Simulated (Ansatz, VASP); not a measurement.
One calculation of TiAl, two programs

```
Ti Al
1.0
     2.86726    0.00000    0.00000
    -1.43363    2.48312    0.00000
     0.00000    0.00000    4.67808
Ti Al
1 1
Direct
  0.00000 0.00000 0.00000
  0.38545 0.52428 0.50000
```

Change from the starting cell: all Al atoms moved +0.500 Å, as atom 2 along Cartesian [1 -1 0].

Alike in both runs: task single point; functional PBEsol; k mesh 18 × 18 × 10; occupations gaussian, width 0.15 eV; no spin polarisation.

|  | VASP | Ansatz |
| --- | --- | --- |
| version | VASP 6.6.1 | Ansatz 0.2.0 |
| potentials or method | VASP PAW PBE potentials, release 64 (Ti_sv, Al), cutoff 520 eV | scalar-relativistic, plane waves, PAW |
| valence electrons in the cell | 15 | 15 |

```csv
,VASP,Ansatz,Ansatz less VASP
gap on the k mesh at the Fermi level (eV),none,none,-
pressure (GPa),-1.4,-1.4,+0.01
"traceless stress, the component that is largest in VASP (GPa)",5.21,5.20,-0.006
rms of the force components (eV/Å),0.351,0.351,+0.0004
```

VASP's potentials were made for PBE, not for PBEsol. Atom by atom the forces differ by 0.000 eV/Å (rms over components). A gap of «none» marks a metal or a gap that the smearing closes. The functional is the same, so the differences come from potentials, cutoffs and numerics.
